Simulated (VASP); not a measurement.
Set up this calculation in VASP 6.6.1, as the native input.

| Property | Result |
| --- | --- |
| Task | single point |
| Functional | PBE |
| Potentials or basis | VASP PAW PBE potentials, release 64 (As, In_d, Sb) |
| Cutoff | 520 eV |
| k mesh | 6 × 6 × 6 |
| Occupations | fermi-dirac, width 0.02 eV |
| Spin | no spin polarisation |
| Dipole correction | no |
| Further INCAR settings | ALGO = Normal; EDIFF = 1e-07; NBANDS = 36 |

The structure of In3SbAs2 lies in POSCAR:

```
In3SbAs2
1.0
   -2.2193866041      6.6550909457      3.1315398934
    2.2193866041     -6.6550909457      3.1315398934
    2.2193866041      6.6550909457     -3.1315398934
As In Sb
2 3 1
Direct
    0.3326410519      0.0007660252      0.3318750267
    0.6688909985      0.0007660252      0.6681249733
    0.5647435378      0.7394902188      0.8252533191
    0.9142368997      0.7394902188      0.1747466809
    0.2714415012      0.7714415012      0.5000000000
   -0.0019539892     -0.0019539892      0.0000000000
```

One way to write it, as run:

INCAR

```
SYSTEM = In3SbAs2
  ALGO = Normal
  EDIFF = 1E-7
  ENCUT = 520
  GGA = PE
  ISIF = 2
  ISMEAR = -1
  LASPH = .TRUE.
  LCHARG = .FALSE.
  LREAL = .FALSE.
  LWAVE = .FALSE.
  NBANDS = 36
  NELM = 100
  PREC = Accurate
  SIGMA = 0.02
```

KPOINTS

```
k-points
0
G
  6 6 6
  0 0 0
```

Potentials or basis: VASP PAW PBE potentials, release 64 (As, In_d, Sb).

The run is started by

```console
$ cat potpaw_PBE.64/As/POTCAR potpaw_PBE.64/In_d/POTCAR potpaw_PBE.64/Sb/POTCAR > POTCAR
$ mpirun -np 1 vasp_std > vasp.out
```

Results of the run:

| Item | Value |
| --- | --- |
| Pressure | 1.5 GPa |
| Largest force | 0.023 eV/Å |
| Band gap on the k mesh | 0.03 eV (least direct gap 0.11 eV) |

Caveat: semilocal functionals underestimate gaps, and a narrow one can read as zero; spin-orbit coupling is left out, which moves the levels of the heavy elements.

Run time: 11 min on 1 thread of Intel Xeon 8259CL (shared host), peak memory 0.64 GiB.
